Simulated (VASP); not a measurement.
A run of VASP 6.6.1 is set up as follows.

File INCAR:

```
PREC = Accurate
ENCUT = 520
EDIFF = 1E-7
ISMEAR = 0
SIGMA = 0.02
LREAL = Auto
LASPH = True
NELM = 80
ALGO = Normal
ISIF = 2
LWAVE = False
LCHARG = False
GGA = PE
NBANDS = 86
NELECT = 128.0
```

The input KPOINTS:

```
Automatic mesh
0
Gamma
  2 2 2
  0.5 0.5 0.5
```

The input POSCAR:

```
Si16HC16
1.0
   -4.3797259407     -4.3797259407      4.3797259407
    4.3797259407     -4.3797259407     -4.3797259407
    4.3797259407      4.3797259407      4.3797259407
Si C H
16 16 1
Direct
    0.2582206091      0.7481341400      0.2516018159
    0.0007426264      0.7480447508      0.5090269415
    0.5007984586      0.4991885405      0.2516054691
    0.2498289881      0.4980389252      0.5006914884
    0.0007975385      0.4991798641      0.7516077592
    0.7477253244      0.7478964539      0.7478048956
    0.4969700227      0.7478647167     -0.0014619636
   -0.0154672920      0.0085118340      0.2352380067
    0.7485744643      0.2517939512      0.2511475638
    0.5038907753      0.2499891580      0.5021043622
    0.2513011122      0.2500608519      0.7547723407
    0.0003035578      0.2517721462     -0.0006197876
    0.7500613154      0.5024074633      0.0009427531
    0.7524066676     -0.0001175873      0.5024631746
    0.5016190578      0.0000625610      0.7524205954
    0.2516195111     -0.0001174731      0.0032508883
    0.2502806146      0.4977300017      0.2510667368
    0.0002158811      0.4976931273      0.5011048704
    0.5001033237      0.2501947644      0.2522491167
    0.2476029356      0.2429414567      0.4984243374
    0.0014188102      0.2502083498      0.7509456173
    0.7522643071      0.5018001194      0.7536335708
    0.5027827151      0.5018165588      0.0031051030
    1.0160996510      0.7671378405      0.2668684104
    0.7443240842     -0.0006796087      0.2488278981
    0.5032962176     -0.0002454491      0.5026043935
    0.2517839050     -0.0002543538      0.7541413652
   -0.0019670181     -0.0006761839     -0.0049216550
    0.7531537463      0.2548044136      0.0039919164
    0.7503290262      0.7487356616      0.5001099452
    0.4994723482      0.7480371019      0.7503082486
    0.2492838627      0.7487555259      0.0011678813
    0.1495635820     -0.0372114608      0.4004368136
```

Potentials or basis: VASP PAW PBE potentials, release 64 (Si, C, H).

Command:

```sh
$ cat potpaw_PBE.64/Si/POTCAR potpaw_PBE.64/C/POTCAR potpaw_PBE.64/H/POTCAR > POTCAR
$ mpirun -np 1 vasp_std > vasp.out
```

Question: Predict the largest force.

Answer: 1.403 eV/Å.

Forces in eV/Å, atoms in the order of the input:
```
Si  -0.095 -0.065  0.092
Si   0.077  0.082  0.088
Si   0.008  0.003 -0.014
Si   0.040 -0.052  0.025
Si   0.010  0.001 -0.015
Si   0.031 -0.008  0.017
Si   0.019 -0.041  0.016
Si   0.273 -0.252  0.034
Si   0.015  0.003  0.024
Si   0.074  0.057 -0.072
Si  -0.070 -0.063 -0.072
Si   0.009 -0.024  0.024
Si   0.003 -0.016 -0.071
Si   0.011 -0.022 -0.024
Si   0.033 -0.023 -0.022
Si   0.015 -0.019 -0.020
C    0.006 -0.032 -0.015
C    0.030 -0.010 -0.015
C    0.006 -0.008  0.007
C    0.223 -0.223 -0.188
C    0.006 -0.010  0.021
C    0.009 -0.012 -0.006
C    0.008 -0.015 -0.002
C    0.096 -0.075  0.131
C   -0.008 -0.014  0.014
C    0.025 -0.008 -0.023
C    0.003 -0.026 -0.027
C    0.013  0.008  0.009
C    0.048 -0.050  0.004
C    0.008  0.003  0.003
C    0.064 -0.064 -0.009
C    0.000 -0.016 -0.006
H   -0.987  0.992  0.090
```

Caveat: the cell carries a net charge on a neutralising background, which shifts energy and pressure.
